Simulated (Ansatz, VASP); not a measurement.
## Two plane-wave programs on CdTe

File INCAR:

```
SYSTEM = CdTe
  PREC = Accurate
  ENCUT = 520
  EDIFF = 1E-6
  ISMEAR = 0
  SIGMA = 0.02
  LREAL = .False.
  LASPH = .True.
  NELM = 100
  ALGO = Normal
  ISIF = 2
  LWAVE = .False.
  LCHARG = .False.
  GGA = PE
  NBANDS = 16
```

The input KPOINTS:

```
regular mesh
0
Gamma
  10 10 10
  0 0 0
```

Contents of POSCAR:

```
CdTe
1.0
    0.0000000000      3.3735793184      3.3735793184
    3.3735793184      0.0000000000      3.3735793184
    3.3735793184      3.3735793184      0.0000000000
Cd Te
1 1
Direct
    0.0000000000      0.0000000000      0.0000000000
    0.2500000000      0.2500000000      0.2500000000
```

Input for Ansatz:

```yaml
crystal:
  lattice:
    - [0.0, 3.3735793184, 3.3735793184]
    - [3.3735793184, 0.0, 3.3735793184]
    - [3.3735793184, 3.3735793184, 0.0]
  atoms:
    - { symbol: Cd, position: [0.0, 0.0, 0.0] }
    - { symbol: Te, position: [0.25, 0.25, 0.25] }
basis:
  ecutwfc: 420
kpoints:
  mp_grid: { grid: [10, 10, 10] }
hamiltonian:
  xc: pbe
scf:
  occupations: { method: gaussian, width: 0.02 }
output:
  forces: true
  stress: true
  eigenvalues: true
```

Alike in both runs: task single point; functional PBE; k mesh 10 × 10 × 10; occupations gaussian, width 0.02 eV; no spin polarisation.

```csv
,VASP,Ansatz
version,VASP 6.6.1,Ansatz 0.2.0
potentials or method,"VASP PAW PBE potentials, release 64 (Cd, Te), cutoff 520 eV","scalar-relativistic, plane waves, PAW"
valence electrons in the cell,18,36
```

VASP gave:

* gap on the k mesh at the Fermi level (eV): 0.42
* least direct gap on the mesh (eV): 0.42
* pressure (GPa): -1.7

**Question.** Estimate Ansatz's values.

**Answer.** gap on the k mesh at the Fermi level (eV): 0.42; least direct gap on the mesh (eV): 0.42; pressure (GPa): -1.8.

VASP's potentials hold 18 valence electrons a cell and Ansatz's 36, so a difference there can come from the potentials and not from the codes.

Neither program's run includes spin-orbit coupling.
